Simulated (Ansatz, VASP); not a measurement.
O in VASP and in Ansatz

```
O
1.0
     1.42335    0.82177    3.40830
    -1.42335    0.82177    3.40830
     0.00000   -1.64354    3.40830
O
2
Direct
  0.05770 0.05770 0.05770
  0.94230 0.94230 0.94230
```

Alike in both runs: task electric field gradients; functional PBEsol; k mesh 11 × 11 × 11; occupations fermi-dirac, width 0.01 eV; no spin polarisation.

|  | VASP | Ansatz |
| --- | --- | --- |
| version | VASP 6.6.1 | Ansatz 0.2.0 |
| potentials or method | VASP PAW PBE potentials, release 64 (O) | PAW with Ansatz's default frozen-core files, scalar-relativistic |
| plane-wave cutoff (eV) | 520 | 420 |
| valence electrons in the cell | 12 | 12 |

```tsv
	VASP	Ansatz	Ansatz less VASP
pressure (GPa)	5.9	1.5	-4.41
traceless stress, the component that is largest in VASP (GPa)	29.88	20.28	-9.606
rms of the force components (eV/Å)	2.265	1.196	-1.0685
size of Vzz on the site where it differs most (V/Å²)	116.0	115.0	-0.95
```

VASP's potentials were made for PBE, not for PBEsol. Atom by atom the forces differ by 1.068 eV/Å (rms over components). With one functional, cell and mesh, what is left measures potentials, basis and numerics.

Noted on VASP's run: the standard files for N, O and F lose accuracy on very short bonds; spin is off for a triplet molecule.
